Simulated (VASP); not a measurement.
A run of VASP 6.6.1:

File INCAR:

```
SYSTEM = CsSnI3
ALGO = Normal ; EDIFF = 1E-7
ENCUT = 520 ; GGA = PE
ISIF = 2 ; ISMEAR = -1
LASPH = .True. ; LCHARG = .True.
LELF = .True. ; LREAL = .False.
LVHAR = .True. ; LWAVE = .False.
NBANDS = 30 ; NELM = 60
PREC = Accurate ; SIGMA = 0.05
```

Contents of KPOINTS:

```
k-points
0
Gamma
  5 5 5
  0 0 0
```

Contents of POSCAR:

```
CsSnI3
1.0
    6.3274112921      0.0000000000      0.0000000000
    0.0000000000      6.3274112921      0.0000000000
    0.0000000000      0.0000000000      6.3274112921
Cs I Sn
1 3 1
Direct
    0.0000000000      0.0000000000      0.0000000000
    0.5000000000      0.5000000000      0.0000000000
    0.5000000000      0.0000000000      0.5000000000
    0.0000000000      0.5000000000      0.5000000000
    0.5000000000      0.5000000000      0.5000000000
```

Potentials or basis: VASP PAW PBE potentials, release 64 (Cs_sv, I, Sn_d).

Command:

```sh
$ cat potpaw_PBE.64/Cs_sv/POTCAR potpaw_PBE.64/I/POTCAR potpaw_PBE.64/Sn_d/POTCAR > POTCAR
$ mpirun -np 1 vasp_std > vasp.out
```

Hardware: 1 thread of Oxide Virtual Turin-like Processor (shared host).

Task: Estimate the wall time of this run.

Result: Run time: 3.4 min on 1 thread of Oxide Virtual Turin-like Processor, on a shared host, peak memory 0.32 GiB. Counts: scf iterations 15, k points 10.
